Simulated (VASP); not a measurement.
# KNb3O (Cmmm) in VASP: single point with PBE

Aim: the single point of KNb3O with PBE.

All numbers are computed with VASP 6.6.1; they aren't measurements. Logs are shortened: lines on timing, memory, paths and dates and some standing lists are left out, and cuts for length are marked.

## Step 1: The cell of the first run

Symmetry: Cmmm, No. 65, orthorhombic system. Conventional cell: a = 5.302 Å, b = 7.907 Å, c = 5.100 Å, α = 90.00°, β = 90.00°, γ = 90.00°. Within 3.4 Å of K (site symmetry mmm) lie 8 Nb at 2.55 to 2.89 Å. Nb (site symmetry m2m) has 3 Nb at 2.32 to 3.11 Å and 3 K at 2.79 to 2.89 Å and 2 O at 2.80 Å within 3.2 Å. Within 3.4 Å of Nb (site symmetry mmm) lie 2 K at 2.55 Å and 2 O at 2.65 Å. Within 3.5 Å of O (site symmetry mmm) lie 6 Nb at 2.65 to 2.80 Å.

The cell was built from a structure type or drawn by symmetry, and may not be a known phase.

## Step 2: Single point, PBE, collinear spin

File INCAR:

```
SYSTEM = KNb3O
PREC = Accurate ; ENCUT = 520
EDIFF = 1E-6 ; ISMEAR = 0
SIGMA = 0.1 ; LREAL = .False.
LASPH = .True. ; NELM = 150
ALGO = Normal ; ISIF = 2
LWAVE = .False. ; LCHARG = .False.
ISPIN = 2 ; MAGMOM = 0.12 -0.02 -0.02 1.66 0.02
LORBIT = 11 ; LMAXMIX = 4
GGA = PE ; NBANDS = 39
```

File KPOINTS:

```
regular mesh
0
Gamma
  4 4 4
  0 0 0
```

File POSCAR:

```
KNb3O
1.0
    2.6509030200     -3.9534160700      0.0000000000
    2.6509030200      3.9534160700      0.0000000000
    0.0000000000      0.0000000000      5.0995269300
K Nb O
1 3 1
Direct
    0.5000000000      0.5000000000      0.0000000000
    0.1469929600      0.8530070400      0.0000000000
    0.8530070400      0.1469929600      0.0000000000
    0.5000000000      0.5000000000      0.5000000000
    0.0000000000      0.0000000000      0.5000000000
```

Potentials or basis: VASP PAW PBE potentials, release 64 (K_sv, Nb_sv, O).

On the command line:

```bash
$ cat potpaw_PBE.64/K_sv/POTCAR potpaw_PBE.64/Nb_sv/POTCAR potpaw_PBE.64/O/POTCAR > POTCAR
$ mpirun -np 1 vasp_std > vasp.out
```

OUTCAR:

```text
SYSTEM = KNb3O
   PREC = Accurate
   ENCUT = 520
   EDIFF = 1E-6
   ISMEAR = 0
   LREAL = .False.
   LASPH = .True.
   NELM = 150
   ISIF = 2
   ISPIN = 2
   LORBIT = 11
   GGA = PE

 ion  position               nearest neighbor table
   1  0.500  0.500  0.000-   4 2.55   4 2.55   2 2.79   3 2.79   2 2.89   3 2.89   2 2.89   3 2.89

   2  0.147  0.853  0.000-   3 2.32   1 2.79   1 2.89   1 2.89
   3  0.853  0.147  0.000-   2 2.32   1 2.79   1 2.89   1 2.89
   4  0.500  0.500  0.500-   1 2.55   1 2.55
   5  0.000  0.000  0.500-

  LATTYP: Found a base centered orthorhombic cell.
 ALAT       =     5.3018060400
 B/A-ratio  =     1.4913469260
 C/A-ratio  =     0.9618471312

  Lattice vectors:

 A1 = (   2.6509030200,  -3.9534160700,   0.0000000000)
 A2 = (   2.6509030200,   3.9534160700,   0.0000000000)
 A3 = (   0.0000000000,   0.0000000000,   5.0995269300)

Analysis of symmetry for initial positions (statically):
=====================================================================
 Subroutine PRICEL returns:
 Original cell was already a primitive cell.

 Routine SETGRP: Setting up the symmetry group for a
 base centered orthorhombic supercell.

 Subroutine GETGRP returns: Found  8 space group operations
 (whereof  8 operations were pure point group operations)
 out of a pool of  8 trial point group operations.

The static configuration has the point symmetry D_2h.

Analysis of symmetry for dynamics (positions and initial velocities):
=====================================================================
 Subroutine PRICEL returns:
 Original cell was already a primitive cell.

 Routine SETGRP: Setting up the symmetry group for a
 base centered orthorhombic supercell.

 Subroutine GETGRP returns: Found  8 space group operations
 (whereof  8 operations were pure point group operations)
 out of a pool of  8 trial point group operations.

The dynamic configuration has the point symmetry D_2h.

Analysis of structural, dynamic, and magnetic symmetry:
=====================================================================
 Subroutine PRICEL returns:
 Original cell was already a primitive cell.

 Routine SETGRP: Setting up the symmetry group for a
 base centered orthorhombic supercell.

 Subroutine GETGRP returns: Found  8 space group operations
 (whereof  8 operations were pure point group operations)
[... 131 lines left out ...]
   AEXX    =    0.0000 exact exchange contribution
   IVDW    =     0    specifies the selected vdW correction
   LEPSILON=     F    determine dielectric tensor
   LRPA    =     F    only Hartree local field effects (RPA)
 spin polarized calculation
 Gauss-broadening in eV      SIGMA  =   0.10
  energy-cutoff  :      520.00
  volume of cell :      106.89
 maximum number of plane-waves:      2898
   NGX = 17   NGY = 17   NGZ = 19

 number of electron      53.9999999 magnetization      -0.0197827

 number of electron      53.9999999 magnetization       0.0052331

 Free energy of the ion-electron system (eV)
  ---------------------------------------------------
  ext. energy  EPLUGINS =         0.00000000
  ---------------------------------------------------
  free energy    TOTEN  =       -26.79047940 eV

  energy without entropy =      -26.75509381  energy(sigma->0) =      -26.77278661

 E-fermi :   5.9759     XC(G=0): -10.3680

 val. band max:        5.9464726614   @ k =   0.2500   0.0000   0.0000
 cond. band min:       5.9774382190   @ k =   0.2500   0.0000   0.5000
 fundamental gap:      0.0309655577
 Fermi energy:         5.9759317865

 spin component 1

 k-point     1 :       0.0000    0.0000    0.0000
  band No.  band energies     occupation
      1     -49.8132      1.00000
      2     -49.0042      1.00000
      3     -48.5418      1.00000
      4     -25.9020      1.00000
      5     -25.8995      1.00000
      6     -25.8925      1.00000
[... 871 lines left out ...]
     38      10.8791      0.00000
     39      11.0115      0.00000
 Fermi energy:         5.9759317865

 spin component 2

 k-point     1 :       0.0000    0.0000    0.0000
  band No.  band energies     occupation
      1     -49.8109      1.00000
      2     -49.0042      1.00000
      3     -48.5418      1.00000
      4     -25.8994      1.00000
      5     -25.8994      1.00000
      6     -25.8899      1.00000
[... 871 lines left out ...]
     38      10.8795      0.00000
     39      11.0122      0.00000

------------------------ aborting loop because EDIFF is reached ----------------------------------------

  FORCE on cell =-STRESS in cart. coord.  units (eV):
  Direction    XX          YY          ZZ          XY          YZ          ZX
  --------------------------------------------------------------------------------------
  -------------------------------------------------------------------------------------
  Total       -5.5035976      3.2752115     -6.7781323     -0.0000000      0.0000000      0.0000000
  in kB      -82.4956413     49.0934649   -101.6001559     -0.0000000      0.0000000      0.0000000
  external PRESSURE =     -45.0007775 kB  Pullay stress =       0.0000000 kB

 VOLUME and BASIS-vectors are now :
 -----------------------------------------------------------------------------
  energy-cutoff  :      520.00
  volume of cell :      106.89
      direct lattice vectors                 reciprocal lattice vectors
     2.650903020 -3.953416070  0.000000000     0.188614972 -0.126472901  0.000000000
     2.650903020  3.953416070  0.000000000     0.188614972  0.126472901  0.000000000
     0.000000000  0.000000000  5.099526930     0.000000000  0.000000000  0.196096621

 POSITION                                       TOTAL-FORCE (eV/Angst)
 -----------------------------------------------------------------------------------
      2.65090      0.00000      0.00000         0.000000      0.000000      0.000000
      2.65090      2.79117      0.00000        -0.000000     -1.179196     -0.000000
      2.65090     -2.79117      0.00000        -0.000000      1.179196      0.000000
      2.65090      0.00000      2.54976        -0.000000     -0.000000      0.000000
      0.00000      0.00000      2.54976        -0.000000      0.000000      0.000000
 -----------------------------------------------------------------------------------
    total drift:                                0.000000     -0.000000      0.000000

  FREE ENERGIE OF THE ION-ELECTRON SYSTEM (eV)
  ---------------------------------------------------
  free  energy   TOTEN  =       -26.7904794031 eV

  energy  without entropy=      -26.7550938118  energy(sigma->0) =      -26.77278661

 total charge

# of ion       s       p       d       tot
------------------------------------------
    1        2.035   5.547   0.336   7.918
    2        2.187   5.926   2.697  10.810
    3        2.187   5.926   2.697  10.810
    4        2.130   5.910   2.441  10.482
    5        1.587   3.182   0.000   4.769
--------------------------------------------------
tot         10.127  26.491   8.171  44.789

 magnetization (x)

# of ion       s       p       d       tot
------------------------------------------
    1        0.000   0.000   0.000   0.000
    2       -0.000   0.000  -0.000  -0.000
    3       -0.000   0.000  -0.000  -0.000
    4        0.000   0.000   0.004   0.004
    5        0.000   0.000   0.000   0.000
--------------------------------------------------
tot          0.000   0.000   0.004   0.004
```

OSZICAR:

```text
N       E                     dE             d eps       ncg     rms          rms(c)
DAV:   1     0.620188327852E+03    0.62019E+03   -0.28484E+04  3276   0.137E+03
DAV:   2     0.247929638823E+02   -0.59540E+03   -0.57445E+03  3866   0.539E+02
DAV:   3    -0.267884465521E+02   -0.51581E+02   -0.49708E+02  5816   0.115E+02
[... 19 lines left out ...]
DAV:  23    -0.267904498451E+02    0.10886E-04   -0.74911E-04  4362   0.826E-02    0.565E-02
DAV:  24    -0.267905511997E+02   -0.10135E-03   -0.39081E-03  4098   0.149E-01    0.785E-02
DAV:  25    -0.267905277336E+02    0.23466E-04   -0.20410E-04  4778   0.656E-02    0.522E-02
DAV:  26    -0.267904806583E+02    0.47075E-04   -0.42734E-04  4193   0.565E-02    0.170E-02
DAV:  27    -0.267904786018E+02    0.20565E-05   -0.60794E-05  5067   0.252E-02    0.832E-03
DAV:  28    -0.267904794031E+02   -0.80124E-06   -0.29577E-06  3261   0.765E-03
   1 F= -.26790479E+02 E0= -.26772787E+02  d E =-.353856E-01  mag=     0.0015
```

stdout:

```text
POSCAR found type information on POSCAR K NbO
 POSCAR found :  3 types and       5 ions
 scaLAPACK will be used
 LDA part: xc-table for (Slater+PW92), standard interpolation
 POSCAR, INCAR and KPOINTS ok, starting setup
 FFT: planning ... GRIDC
 FFT: planning ... GRID_SOFT
 FFT: planning ... GRID
 WAVECAR not read
 entering main loop
```

Wall time 8.6 min (1 thread of Intel Xeon 8259CL, shared host); peak memory 0.34 GiB.

What came out:

```
Free energy                                           : -26.7905 eV
Pressure                                              : -4.5 GPa
Largest force                                         : 1.179 eV/Å
Band gap on the k mesh                                : zero (filled and empty bands overlap)
Net moment                                            : 0.01 μB per cell
Valence electrons inside the program's atomic spheres : K 7.92; Nb 10.81, 10.48 (each value once); O 4.77
```

Forces on the atoms (eV/Å):
```
K    0.000  0.000  0.000
Nb   0.000 -1.179  0.000
Nb   0.000  1.179  0.000
Nb   0.000  0.000  0.000
O    0.000  0.000  0.000
```

Caveat: the cell stands under tension; forces of over 1 eV/Å act on the atoms, so gaps and moduli don't describe the material at rest.
